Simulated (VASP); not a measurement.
The system is Cr.

```
Cr
1.0
     4.07706    0.00000    0.00000
    -2.03853    3.53084    0.00000
     0.00000    0.00000    2.49924
Cr
3
Direct
  0.00000 0.00000 0.00000
  0.33333 0.66667 0.50000
  0.66667 0.33333 0.50000
```

| Quantity | Value |
| --- | --- |
| Program | VASP 6.6.1 |
| Task | relaxation of cell and atoms |
| Functional | LDA |
| Potentials or basis | VASP PAW LDA potentials, release 64 (Cr_pv) |
| Cutoff | 600 eV |
| k mesh | 9 × 9 × 13 |
| Occupations | fermi-dirac, width 0.1 eV |
| Spin | no spin polarisation |

At the start: pressure -16.9 GPa; volume 11.99 Å³/atom.

Question: How do energy, volume and symmetry change on relaxing?

Answer: Over 9 steps the energy falls by 166.6 meV/atom and the volume is 11.10 Å³/atom (-7.5 %); space group P6/mmm (No. 191, to 0.05 Å).

The path:
```csv
step,energy change (eV),largest force (eV/Å),pressure (GPa),volume (Å³)
1,0.0000,0.0000,-16.92,35.98
2,-0.0640,0.0000,40.12,29.69
3,-0.3282,0.0000,8.29,32.37
4,-0.4342,0.0000,9.59,32.36
5,-0.4775,0.0000,8.12,32.39
6,-0.4565,0.0000,-10.04,34.63
7,-0.4998,0.0000,-0.07,33.31
8,-0.4998,0.0000,0.07,33.29
9,-0.4999,0.0000,0.07,33.29
```

Final structure:
```
CELL_PARAMETERS angstrom
4.15110 0.00000 0.00000
-2.07555 3.59496 0.00000
0.00000 0.00000 2.23100
ATOMIC_POSITIONS crystal
Cr 0.00000 0.00000 0.00000
Cr 0.33333 0.66667 0.50000
Cr 0.66667 0.33333 0.50000
```

Caveat: the run has no spin polarisation, though such a crystal can be magnetic.
